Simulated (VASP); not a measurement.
# Al2O5 (P-3m1) in VASP: notebook, part 2 of 2

VASP 6.6.1. Earlier steps stand in the parts before.

## 3. Relaxation of cell and atoms, PBE

This run uses another cell than the first one, of 10.36 Å³/atom, 0.872 times its volume.

The input, INCAR:

```
SYSTEM = Al2O5
PREC     = Accurate       ! precision mode
ENCUT    = 600            ! plane-wave cutoff, eV
EDIFF    = 1E-6           ! SCF threshold, eV
ISMEAR   = 0              ! smearing method
SIGMA    = 0.2            ! smearing width, eV
LREAL    = .False.        ! projectors in reciprocal space
LASPH    = .True.         ! aspherical terms in the spheres
NELM     = 100            ! most SCF steps
ALGO     = Normal         ! electronic algorithm
ISIF     = 3              ! what is computed and relaxed
LWAVE    = .False.        ! write WAVECAR
LCHARG   = .False.        ! write CHGCAR
GGA      = PE             ! functional
IBRION   = 2              ! ionic algorithm
NSW      = 36             ! ionic steps
EDIFFG   = -0.08          ! ionic threshold
```

The input, KPOINTS:

```
Automatic mesh
0
Gamma
  6 6 2
  0 0 0
```

The input, POSCAR:

```
Al2O5
1.0
    3.0000000000      0.0000000000      0.0000000000
   -1.5000000000      2.5980762100      0.0000000000
    0.0000000000      0.0000000000      9.3000000000
Al O
2 5
Direct
    0.3333333300      0.6666666700      0.1000000000
    0.6666666700      0.3333333300      0.9000000000
    0.0000000000      0.0000000000      0.4330000000
    0.0000000000      0.0000000000      0.5670000000
    0.6666666700      0.3333333300      0.1950000000
    0.3333333300      0.6666666700      0.8050000000
    0.0000000000      0.0000000000      0.0000000000
```

Potentials or basis: VASP PAW PBE potentials, release 64 (Al, O).

The run is started by

```bash
cat potpaw_PBE.64/Al/POTCAR potpaw_PBE.64/O/POTCAR > POTCAR
mpirun -np 1 vasp_std > vasp.out
```

Wall time 8.6 min (1 thread of Intel Xeon Platinum 8259CL at 2.50GHz (Skylake/Cascade Lake), shared host); peak memory 0.21 GiB.

The run converged. Its results:

```
Free energy                            : -45.9146 eV
Relaxed volume                         : 11.44 Å³/atom
Relaxed cell                           : a = 2.870 Å, b = 2.870 Å, c = 11.227 Å, α = 90.00°, β = 90.00°, γ = 120.00°
Space group after relaxing (to 0.05 Å) : P-3m1 (No. 164)
Energy gained by relaxing              : 536.9 meV/atom
Ionic steps                            : 30
Pressure after relaxing                : 0.0 GPa
Largest force after relaxing           : 0.046 eV/Å
Band gap on the k mesh                 : zero (band 18 reaches 3.98 eV, above the bottom of band 19 at 2.81 eV)
```

Forces in eV/Å, atoms in the order of the input:
```
Al   0.000  0.000 -0.046
Al   0.000  0.000  0.046
O    0.000  0.000  0.040
O    0.000  0.000 -0.040
O    0.000  0.000  0.026
O    0.000  0.000 -0.026
O    0.000  0.000  0.000
```

Stress tensor (GPa, compression positive):
```
 0.01  0.00  0.00
 0.00  0.01  0.00
 0.00  0.00 -0.11
```

The path:
```csv
step,energy change (eV),largest force (eV/Å),pressure (GPa),volume (Å³)
1,0.0000,8.5020,4.31,72.49
2,-1.8294,5.7684,10.08,75.40
3,-2.7491,2.6009,5.07,74.35
4,-1.5180,7.7845,-7.88,78.30
5,-2.9217,3.2285,-1.25,75.34
6,-3.5324,2.1023,-3.47,77.13
7,-3.5353,2.0322,-3.52,77.21
8,-2.6023,17.8332,12.71,75.01
9,-3.6221,1.1742,-0.70,76.60
10,-3.6676,0.7528,-1.86,75.55
11,-3.6863,0.3562,-1.52,75.92
12,-3.7007,0.1861,0.51,75.09
13,-3.7016,0.1286,1.19,74.83
14,-3.7086,0.1349,1.24,75.14
15,-3.7210,0.8111,1.46,76.09
16,-3.7224,1.1816,1.60,76.55
17,-3.7234,1.1482,1.55,76.60
18,-3.7262,1.0500,1.39,76.75
19,-3.7312,0.8559,1.07,77.05
20,-3.7381,0.4815,0.47,77.65
21,-3.7415,0.2847,-0.67,78.85
22,-3.7419,0.2665,-0.30,78.48
23,-3.7428,0.2596,-0.29,78.52
24,-3.7452,0.2364,-0.26,78.64
25,-3.7493,0.1864,-0.20,78.89
26,-3.7553,0.0882,-0.07,79.38
27,-3.7575,0.1266,0.23,80.36
28,-3.7582,0.1038,0.13,80.03
29,-3.7580,0.2540,-0.28,80.15
30,-3.7583,0.0461,-0.03,80.08
```

Final structure:
```
Al O
1.0
     2.86987    0.00000    0.00000
    -1.43493    2.48538    0.00000
     0.00000    0.00000   11.22724
Al O
2 5
Direct
  0.33333 0.66667 0.12258
  0.66667 0.33333 0.87742
  0.00000 0.00000 0.44512
  0.00000 0.00000 0.55488
  0.66667 0.33333 0.18345
  0.33333 0.66667 0.81655
  0.00000 0.00000 0.00000
```

Levels at points of the mesh, in eV from the Fermi level:
```
           k point  band 15  band 16  band 17  band 18  band 19  band 20  band 21  band 22
(0.00, 0.00, 0.00)    -2.69    -2.69    -2.35     0.63     0.63     3.20     5.59     6.05
(0.50, 0.00, 0.00)    -3.35    -3.16    -2.30    -1.07     0.30     5.10     6.96     8.20
(0.00, 0.00, 0.50)    -2.69    -2.69    -2.31     0.63     0.63     3.14     5.88     5.89
(0.50, 0.00, 0.50)    -3.33    -3.16    -2.33    -1.05     0.30     5.09     6.93     8.26
```

Caveat: the k points lie up to 0.42 Å⁻¹ apart in the final cell; the standard files for N, O and F lose accuracy on very short bonds; the relaxation stopped at a loose force limit of 0.08 eV/Å, so its end isn't a converged minimum.

## 4. Relaxation of cell and atoms, PBE

This run uses another cell than the first one, of 10.36 Å³/atom, 0.872 times its volume.

INCAR, as its differences from that of step 3:

```diff
@@ -2,4 +2,4 @@
 PREC     = Accurate       ! precision mode
-ENCUT    = 600            ! plane-wave cutoff, eV
-EDIFF    = 1E-6           ! SCF threshold, eV
+ENCUT    = 910            ! plane-wave cutoff, eV
+EDIFF    = 1E-7           ! SCF threshold, eV
 ISMEAR   = 0              ! smearing method
@@ -8,3 +8,3 @@
 LASPH    = .True.         ! aspherical terms in the spheres
-NELM     = 100            ! most SCF steps
+NELM     = 120            ! most SCF steps
 ALGO     = Normal         ! electronic algorithm
@@ -17 +17,3 @@
 EDIFFG   = -0.08          ! ionic threshold
+GGA_COMPAT= .False.      
+NELMIN   = 4
```

KPOINTS is that of step 3.

POSCAR is that of step 3.

Potentials or basis: VASP PAW PBE potentials, release 64 (Al, O_h).

The run is started by

```bash
cat potpaw_PBE.64/Al/POTCAR potpaw_PBE.64/O_h/POTCAR > POTCAR
mpirun -np 1 vasp_std > vasp.out
```

Wall time 9 min (1 thread of AMD EPYC 7R13 (Zen 3), shared host); peak memory 0.27 GiB.

The run converged. Its results:

```yaml
Free_energy: -45.9609 eV
Relaxed_volume: 10.58 Å³/atom
Relaxed_cell: a = 2.869 Å, b = 2.869 Å, c = 10.389 Å, α = 90.00°, β = 90.00°, γ = 120.00°
Space_group_after_relaxing_to_0.05_Å: P-3m1 (No. 164)
Energy_gained_by_relaxing: 518.1 meV/atom
Ionic_steps: 15
Pressure_after_relaxing: 0.1 GPa
Largest_force_after_relaxing: 0.060 eV/Å
Band_gap_on_the_k_mesh: zero (band 18 reaches 5.40 eV, above the bottom of band 19 at 4.24 eV)
```

Forces in eV/Å, atoms in the order of the input:
```
Al   0.000  0.000  0.014
Al   0.000  0.000 -0.014
O    0.000  0.000 -0.010
O    0.000  0.000  0.010
O    0.000  0.000 -0.060
O    0.000  0.000  0.060
O    0.000  0.000  0.000
```

Stress tensor (GPa, compression positive):
```
0.01 0.00 0.00
0.00 0.01 0.00
0.00 0.00 0.13
```

The path:
| step | energy change (eV) | largest force (eV/Å) | pressure (GPa) | volume (Å³) |
| --- | --- | --- | --- | --- |
| 1 | 0.0000 | 8.4914 | 3.24 | 72.49 |
| 2 | -0.9324 | 16.6187 | 18.59 | 74.67 |
| 3 | -2.5553 | 5.8750 | 7.59 | 73.72 |
| 4 | 1.3534 | 7.1872 | -4.57 | 79.15 |
| 5 | -2.2437 | 6.2543 | -3.90 | 75.92 |
| 6 | -2.7963 | 3.4126 | -0.84 | 74.88 |
| 7 | -2.8654 | 2.0512 | 1.33 | 74.41 |
| 8 | -3.4046 | 1.1652 | -2.24 | 75.50 |
| 9 | -3.5786 | 0.9114 | -5.01 | 76.31 |
| 10 | -3.5804 | 0.8860 | -5.26 | 76.39 |
| 11 | -3.4156 | 6.3461 | 6.69 | 73.40 |
| 12 | -3.6056 | 0.7447 | -2.29 | 75.52 |
| 13 | -3.6146 | 0.5300 | 1.81 | 73.19 |
| 14 | -3.6251 | 0.2125 | -0.02 | 74.17 |
| 15 | -3.6265 | 0.0597 | 0.05 | 74.05 |

Final structure:
```cif
data_structure
_symmetry_space_group_name_H-M 'P 1'
_symmetry_Int_Tables_number 1
_cell_length_a 2.8688
_cell_length_b 2.8688
_cell_length_c 10.3894
_cell_angle_alpha 90.000
_cell_angle_beta 90.000
_cell_angle_gamma 120.000
_cell_volume 74.05
loop_
_atom_site_label
_atom_site_type_symbol
_atom_site_fract_x
_atom_site_fract_y
_atom_site_fract_z
_atom_site_occupancy
Al1 Al 0.33333 0.66667 0.13155 1
Al2 Al 0.66667 0.33333 0.86845 1
O1 O 0.00000 0.00000 0.44150 1
O2 O 0.00000 0.00000 0.55850 1
O3 O 0.66667 0.33333 0.19743 1
O4 O 0.33333 0.66667 0.80257 1
O5 O 0.00000 0.00000 0.00000 1
```

Levels at points of the mesh, in eV from the Fermi level:
```
           k point  band 15  band 16  band 17  band 18  band 19  band 20  band 21  band 22
(0.00, 0.00, 0.00)    -2.81    -2.81    -2.40     0.63     0.63     3.20     5.73     6.04
(0.50, 0.00, 0.00)    -3.47    -3.26    -2.38    -1.04     0.30     5.02     6.94     8.13
(0.00, 0.00, 0.50)    -2.81    -2.81    -2.29     0.63     0.63     3.11     5.90     6.01
(0.50, 0.00, 0.50)    -3.42    -3.26    -2.48    -0.98     0.30     5.00     6.89     8.22
```

Caveat: the k points lie up to 0.42 Å⁻¹ apart in the final cell; the cutoff is under 1.25 times the usual one of these potentials, so pressure, stress and relaxed cells hold a basis-set (Pulay) error; the relaxation stopped at a loose force limit of 0.08 eV/Å, so its end isn't a converged minimum.

## 5. Summary

| task | potentials or basis | cell | cutoff (eV) | second run | gap on the mesh (eV) | pressure (GPa) | relaxed volume (Å³/atom) | largest force (eV/Å) |
| --- | --- | --- | --- | --- | --- | --- | --- | --- |
| single point | VASP PAW PBE potentials, release 64 (Al, O) | a = 2.871, b = 2.871, c = 11.645 Å, angles 90.0, 90.0, 120.0°, 7 atoms | 520 | - | none | 1.0 | - | 1.28 |
| relaxation of cell and atoms | VASP PAW PBE potentials, release 64 (Al, O) | relaxed from a = 3.000, b = 3.000, c = 9.300 Å, angles 90.0, 90.0, 120.0°, 7 atoms | 600 | - | none | 0.0 | 11.44 | 0.05 |
| relaxation of cell and atoms | VASP PAW PBE potentials, release 64 (Al, O_h) | relaxed from a = 3.000, b = 3.000, c = 9.300 Å, angles 90.0, 90.0, 120.0°, 7 atoms | 910 | hard_potentials | none | 0.1 | 10.58 | 0.06 |

Alike in all rows: level PBE; no spin polarisation; k mesh 6 × 6 × 2; smearing gaussian 0.2 eV.

Caveats: all runs use coarse meshes; the standard files for N, O and F lose accuracy on very short bonds (some runs); the relaxation stopped at a loose force limit of 0.08 eV/Å, so its end isn't a converged minimum (some runs); forces of over 1 eV/Å act on the atoms, so gaps and moduli don't describe the material at rest (some runs); the cutoff is under 1.25 times the usual one of these potentials, so pressure, stress and relaxed cells hold a basis-set (Pulay) error (some runs).

Absolute energies hang on the potentials; compare differences alone.
